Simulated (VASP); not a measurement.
# FeSi (P2_13) in VASP: further runs

Runs on FeSi. Level: PBEsol. Tasks: single point.

All numbers are computed with VASP 6.6.1; they aren't measurements. Logs are shortened: lines on timing, memory, paths and dates and some standing lists are left out, and cuts for length are marked.

**1. The cell of the first run**

The structure is cubic, space group P2_13 (No. 198). The conventional cell has a = 4.220 Å, b = 4.220 Å, c = 4.220 Å, α = 90.00°, β = 90.00°, γ = 90.00°. Fe (site symmetry 3) has 7 Si at 2.18 to 2.34 Å and 6 Fe at 2.59 Å within 2.9 Å. Within 2.9 Å of Si (site symmetry 3) lie 7 Fe at 2.18 to 2.34 Å and 6 Si at 2.61 Å.

**2. Single point, PBEsol (volume scaled by 0.88, then relaxed in part)**

Input file INCAR:

```
SYSTEM = FeSi
  ALGO = Normal
  EDIFF = 1E-6
  ENCUT = 520
  GGA = PS
  ISIF = 2
  ISMEAR = 0
  LASPH = .TRUE.
  LCHARG = .TRUE.
  LELF = .TRUE.
  LREAL = .FALSE.
  LVHAR = .TRUE.
  LWAVE = .FALSE.
  NBANDS = 34
  NELM = 60
  PREC = Accurate
  SIGMA = 0.01
```

Input file KPOINTS:

```
k-points
0
G
  8 8 8
  0 0 0
```

Input file POSCAR:

```
FeSi
1.0
    4.2195905620      0.0000000000      0.0000000000
    0.0000000000      4.2195905620      0.0000000000
    0.0000000000      0.0000000000      4.2195905620
Fe Si
4 4
Direct
    0.1411078653      0.1411078653      0.1411078653
    0.3588921347      0.8588921347      0.6411078653
    0.6411078653      0.3588921347      0.8588921347
    0.8588921347      0.6411078653      0.3588921347
    0.8429395563      0.8429395563      0.8429395563
    0.6570604437      0.1570604437      0.3429395563
    0.3429395563      0.6570604437      0.1570604437
    0.1570604437      0.3429395563      0.6570604437
```

Potentials or basis: VASP PAW PBE potentials, release 64 (Fe, Si).

Started as:

```
cat potpaw_PBE.64/Fe/POTCAR potpaw_PBE.64/Si/POTCAR > POTCAR
mpirun -np 1 vasp_std > vasp.out
```

OUTCAR:

```text
SYSTEM = FeSi
   EDIFF = 1E-6
   ENCUT = 520
   GGA = PS
   ISIF = 2
   ISMEAR = 0
   LASPH = .TRUE.
   LREAL = .FALSE.
   NELM = 60
   PREC = Accurate

 ion  position               nearest neighbor table
   1  0.141  0.141  0.141-   5 2.18   6 2.21   7 2.21   8 2.21   7 2.34   8 2.34   6 2.34   3 2.59
                             4 2.59   2 2.59   2 2.59   4 2.59   3 2.59
   2  0.359  0.859  0.641-   6 2.18   5 2.21   7 2.21   8 2.21   7 2.34   8 2.34   5 2.34   1 2.59
                             1 2.59   3 2.59   3 2.59   4 2.59   4 2.59
   3  0.641  0.359  0.859-   7 2.18   6 2.21   5 2.21   8 2.21   8 2.34   6 2.34   5 2.34   1 2.59
                             4 2.59   2 2.59   2 2.59   4 2.59   1 2.59
   4  0.859  0.641  0.359-   8 2.18   6 2.21   7 2.21   5 2.21   6 2.34   5 2.34   7 2.34   1 2.59
                             3 2.59   2 2.59   1 2.59   2 2.59   3 2.59
   5  0.843  0.843  0.843-   1 2.18   2 2.21   3 2.21   4 2.21   3 2.34   4 2.34   2 2.34   6 2.61
                             7 2.61   8 2.61   6 2.61   8 2.61   7 2.61
   6  0.657  0.157  0.343-   2 2.18   1 2.21   3 2.21   4 2.21   3 2.34   4 2.34   1 2.34   8 2.61
                             5 2.61   5 2.61   7 2.61   7 2.61   8 2.61
   7  0.343  0.657  0.157-   3 2.18   2 2.21   1 2.21   4 2.21   4 2.34   2 2.34   1 2.34   8 2.61
                             5 2.61   8 2.61   6 2.61   6 2.61   5 2.61
   8  0.157  0.343  0.657-   4 2.18   2 2.21   3 2.21   1 2.21   2 2.34   1 2.34   3 2.34   7 2.61
                             5 2.61   7 2.61   5 2.61   6 2.61   6 2.61

  LATTYP: Found a simple cubic cell.
 ALAT       =     4.2195905620

  Lattice vectors:

 A1 = (   4.2195905620,   0.0000000000,   0.0000000000)
 A2 = (   0.0000000000,   4.2195905620,   0.0000000000)
 A3 = (   0.0000000000,   0.0000000000,   4.2195905620)

Analysis of symmetry for initial positions (statically):
=====================================================================
 Subroutine PRICEL returns:
 Original cell was already a primitive cell.

 Routine SETGRP: Setting up the symmetry group for a
 simple cubic supercell.

 Subroutine GETGRP returns: Found 12 space group operations
 (whereof  3 operations were pure point group operations)
 out of a pool of 48 trial point group operations.

The static configuration has the point symmetry C_3 .
 The point group associated with its full space group is T   .

Analysis of symmetry for dynamics (positions and initial velocities):
=====================================================================
 Subroutine PRICEL returns:
 Original cell was already a primitive cell.

 Routine SETGRP: Setting up the symmetry group for a
 simple cubic supercell.

 Subroutine GETGRP returns: Found 12 space group operations
 (whereof  3 operations were pure point group operations)
 out of a pool of 48 trial point group operations.

The dynamic configuration has the point symmetry C_3 .
 The point group associated with its full space group is T   .

 Subroutine INISYM returns: Found 12 space group operations
 (whereof  3 operations are pure point group operations),
 and found     1 'primitive' translations

----------------------------------------------------------------------------------------

                                     Primitive cell

  volume of cell :      75.1296

  direct lattice vectors                    reciprocal lattice vectors
     4.219590562  0.000000000  0.000000000     0.236989818  0.000000000  0.000000000
     0.000000000  4.219590562  0.000000000     0.000000000  0.236989818  0.000000000
     0.000000000  0.000000000  4.219590562     0.000000000  0.000000000  0.236989818

  length of vectors
     4.219590562  4.219590562  4.219590562     0.236989818  0.236989818  0.236989818

  position of ions in fractional coordinates (direct lattice)
     0.141107865  0.141107865  0.141107865
     0.358892135  0.858892135  0.641107865
     0.641107865  0.358892135  0.858892135
     0.858892135  0.641107865  0.358892135
     0.842939556  0.842939556  0.842939556
     0.657060444  0.157060444  0.342939556
     0.342939556  0.657060444  0.157060444
     0.157060444  0.342939556  0.657060444

  ion indices of the primitive-cell ions
   primitive index   ion index
                 1           1
                 2           2
                 3           3
                 4           4
                 5           5
                 6           6
                 7           7
                 8           8

----------------------------------------------------------------------------------------

 KPOINTS: k-points

Automatic generation of k-mesh.
 Grid dimensions read from file:
 generate k-points for:    8    8    8

 Generating k-lattice:

  Cartesian coordinates                     Fractional coordinates (reciprocal lattice)
     0.029623727  0.000000000  0.000000000     0.125000000  0.000000000  0.000000000
     0.000000000  0.029623727  0.000000000     0.000000000  0.125000000  0.000000000
     0.000000000  0.000000000  0.029623727     0.000000000  0.000000000  0.125000000

  Length of vectors
     0.029623727  0.029623727  0.029623727

  Shift w.r.t. Gamma in fractional coordinates (k-lattice)
     0.000000000  0.000000000  0.000000000

 Subroutine IBZKPT returns following result:
 ===========================================

 Found     45 irreducible k-points:

 Following reciprocal coordinates:
            Coordinates               Weight
  0.000000  0.000000  0.000000      1.000000
  0.125000  0.000000  0.000000      6.000000
  0.250000  0.000000  0.000000      6.000000
  0.375000  0.000000  0.000000      6.000000
  0.500000  0.000000  0.000000      3.000000
  0.125000  0.125000  0.000000     12.000000
[... 16 lines left out ...]
  0.250000  0.125000  0.125000     24.000000
  0.375000  0.125000  0.125000     24.000000
 [... further k-points ...]
   k-points           NKPTS =     45   k-points in BZ     NKDIM =     45   number of bands    NBANDS=     34
   number of dos      NEDOS =    301   number of ions     NIONS =      8
   total plane-waves  NPLWV =  32768
   dimension x,y,z NGX =    32 NGY =   32 NGZ =   32
   dimension x,y,z NGXF=    64 NGYF=   64 NGZF=   64
   ions per type =               4   4
   NGX,Y,Z   is equivalent  to a cutoff of  12.61, 12.61, 12.61 a.u.
   NGXF,Y,Z  is equivalent  to a cutoff of  25.22, 25.22, 25.22 a.u.
 SYSTEM =  FeSi
   PREC   = accura    normal or accurate (medium, high low for compatibility)
   ISTART =      0    job   : 0-new  1-cont  2-samecut
   ICHARG =      2    charge: 1-file 2-atom 10-const
   ISPIN  =      1    spin polarized calculation?
   LNONCOLLINEAR =      F non collinear calculations
   LSORBIT =      F    spin-orbit coupling
   LASPH  =      T    aspherical Exc in radial PAW
   ENCUT  =  520.0 eV  38.22 Ry    6.18 a.u.   7.85  7.85  7.85*2*pi/ulx,y,z
   NELM   =     60;   NELMIN=  2; NELMDL= -5     # of ELM steps
   EDIFF  = 0.1E-05   stopping-criterion for ELM
   LREAL  =      F    real-space projection
   EDIFFG = 0.1E-04   stopping-criterion for IOM
   NSW    =      0    number of steps for IOM
   IBRION =     -1    ionic relax: 0-MD 1-quasi-New 2-CG
   NFREE  =      0    steps in history (QN), initial steepest desc. (CG)
   ISIF   =      2    stress and relaxation
   ISYM   =      2    0-nonsym 1-usesym 2-fastsym
   POTIM  = 0.5000    time-step for ionic-motion
   TEBEG  =    0.0;   TEEND  =   0.0 temperature during run
   PSTRESS=    0.0 pullay stress
   NELECT =      48.0000    total number of electrons
   NUPDOWN=      -1.0000    fix difference up-down
   EMIN   =  10.00;   EMAX   =-10.00  energy-range for DOS
   EFERMI =   0.00;   METHOD = LEGACY
   ISMEAR =     0;   SIGMA  =   0.01  broadening in eV -4-tet -1-fermi 0-gaus
   EFERMI_NEDOS =   21; number of points for ismear=-14 and -15
   IALGO  =     38    algorithm
   IMIX   =      4    mixing-type and parameters
     AMIX     =   0.40;   BMIX     =  1.00
     AMIX_MAG =   1.60;   BMIX_MAG =  1.00
  volume/ion in A,a.u.               =       9.39        63.37
  Fermi-wavevector in a.u.,A,eV,Ry     =   1.409997  2.664508 27.049637  1.988092
  Thomas-Fermi vector in A             =   2.531996
   LORBIT       =      0    0 simple, 1 ext, 2 COOP (PROOUT), +10 PAW based schemes
   GGA     = PS    functional components
   LHFCALC =     F    Hartree Fock is set to
   AEXX    =    0.0000 exact exchange contribution
   IVDW    =     0    specifies the selected vdW correction
   LEPSILON=     F    determine dielectric tensor
   LRPA    =     F    only Hartree local field effects (RPA)
 non-spin polarized calculation
 Gauss-broadening in eV      SIGMA  =   0.01
  energy-cutoff  :      520.00
  volume of cell :       75.13
 maximum number of plane-waves:      2048
   NGX = 15   NGY = 15   NGZ = 15

 number of electron      48.0000032 magnetization

 Free energy of the ion-electron system (eV)
  ---------------------------------------------------
  ext. energy  EPLUGINS =         0.00000000
  ---------------------------------------------------
  free energy    TOTEN  =       -62.60361210 eV

  energy without entropy =      -62.60361210  energy(sigma->0) =      -62.60361210

 E-fermi :  11.8948     XC(G=0): -13.7065

 val. band max:       11.8080727317   @ k =   0.5000   0.0000   0.0000
 cond. band min:      11.9440184478   @ k =   0.3750   0.1250   0.1250
 fundamental gap:      0.1359457161
 Fermi energy:        11.8947534483

 k-point     1 :       0.0000    0.0000    0.0000
  band No.  band energies     occupation
      1      -2.7454      2.00000
      2       3.1388      2.00000
      3       3.1388      2.00000
      4       3.1388      2.00000
      5       6.0401      2.00000
      6       6.0401      2.00000
[... 26 lines left out ...]
     33      16.9299      0.00000
     34      16.9299      0.00000

 k-point     2 :       0.1250    0.0000    0.0000
  band No.  band energies     occupation
      1      -2.6138      2.00000
      2       2.3330      2.00000
      3       3.2066      2.00000
      4       3.7476      2.00000
      5       5.5265      2.00000
      6       6.1189      2.00000
[... 806 lines left out ...]
 k-point    24 :       0.3750    0.1250    0.1250
  band No.  band energies     occupation
      1      -1.3463      2.00000
      2       0.4510      2.00000
      3       3.1590      2.00000
      4       4.2346      2.00000
      5       4.8616      2.00000
      6       5.7314      2.00000
[... 26 lines left out ...]
     33      16.9720      0.00000
     34      17.5892      0.00000

 [... further k-points ...]

------------------------ aborting loop because EDIFF is reached ----------------------------------------

  FORCE on cell =-STRESS in cart. coord.  units (eV):
  Direction    XX          YY          ZZ          XY          YZ          ZX
  --------------------------------------------------------------------------------------
  -------------------------------------------------------------------------------------
  Total       19.8581718     19.8581718     19.8581718      0.0000000      0.0000000      0.0000000
  in kB      423.4858561    423.4858561    423.4858561      0.0000000      0.0000000      0.0000000
  external PRESSURE =     423.4858561 kB  Pullay stress =       0.0000000 kB

 VOLUME and BASIS-vectors are now :
 -----------------------------------------------------------------------------
  energy-cutoff  :      520.00
  volume of cell :       75.13
      direct lattice vectors                 reciprocal lattice vectors
     4.219590562  0.000000000  0.000000000     0.236989818  0.000000000  0.000000000
     0.000000000  4.219590562  0.000000000     0.000000000  0.236989818  0.000000000
     0.000000000  0.000000000  4.219590562     0.000000000  0.000000000  0.236989818

 POSITION                                       TOTAL-FORCE (eV/Angst)
 -----------------------------------------------------------------------------------
      0.59542      0.59542      0.59542         0.031349      0.031349      0.031349
      1.51438      3.62417      2.70521        -0.031349     -0.031349      0.031349
      2.70521      1.51438      3.62417         0.031349     -0.031349     -0.031349
      3.62417      2.70521      1.51438        -0.031349      0.031349     -0.031349
      3.55686      3.55686      3.55686         0.000985      0.000985      0.000985
      2.77253      0.66273      1.44706        -0.000985     -0.000985      0.000985
      1.44706      2.77253      0.66273         0.000985     -0.000985     -0.000985
      0.66273      1.44706      2.77253        -0.000985      0.000985     -0.000985
 -----------------------------------------------------------------------------------
    total drift:                                0.000000      0.000000     -0.000000

  FREE ENERGIE OF THE ION-ELECTRON SYSTEM (eV)
  ---------------------------------------------------
  free  energy   TOTEN  =       -62.6036120996 eV

  energy  without entropy=      -62.6036120996  energy(sigma->0) =      -62.60361210
```

It took 40 s on 1 thread of Intel Xeon 6975P-C (Granite Rapids), shared host; peak memory 0.22 GiB.

Results:

```yaml
Free_energy: -62.6036 eV
Pressure: 42.3 GPa
Largest_force: 0.054 eV/Å
Band_gap_on_the_k_mesh: 0.14 eV, indirect (least direct gap 0.17 eV)
```

Forces in eV/Å, atoms in the order of the input:
```
Fe   0.031  0.031  0.031
Fe  -0.031 -0.031  0.031
Fe   0.031 -0.031 -0.031
Fe  -0.031  0.031 -0.031
Si   0.001  0.001  0.001
Si  -0.001 -0.001  0.001
Si   0.001 -0.001 -0.001
Si  -0.001  0.001 -0.001
```

Caveat: the PAW data sets were made with another functional, which shifts forces and pressure a little.

(Part 1 of 2 ends here.)
